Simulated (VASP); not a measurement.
A run of VASP 6.6.1 is set up as follows.

Contents of INCAR:

```
SYSTEM = Pt
PREC = Accurate ; ENCUT = 520
EDIFF = 1E-8 ; ISMEAR = -1
SIGMA = 0.15 ; LREAL = .FALSE.
LASPH = .TRUE. ; NELM = 100
ALGO = Normal ; ISIF = 2
LWAVE = .FALSE. ; LCHARG = .FALSE.
GGA = PS ; NBANDS = 17
IBRION = 8 ; NSW = 1
```

KPOINTS

```
Automatic mesh
0
G
  18 18 10
  0 0 0
```

The input POSCAR:

```
Pt
1.0
    2.6992767814      0.0000000000      0.0000000000
   -1.3496383907      2.3376422646      0.0000000000
    0.0000000000      0.0000000000      4.5848972725
Pt
2
Direct
    0.6666666667      0.3333333333      0.7500000000
    0.3333333333      0.6666666667      0.2500000000
```

Potentials or basis: VASP PAW PBE potentials, release 64 (Pt).

Run with:

```bash
$ cat potpaw_PBE.64/Pt/POTCAR > POTCAR
$ mpirun -np 1 vasp_std > vasp.out
```

(1) What does it give for the highest phonon frequency at Γ?

Results:

(1) 206 cm⁻¹.

Caveat: the cell wasn't relaxed at this level first, which shifts response properties.
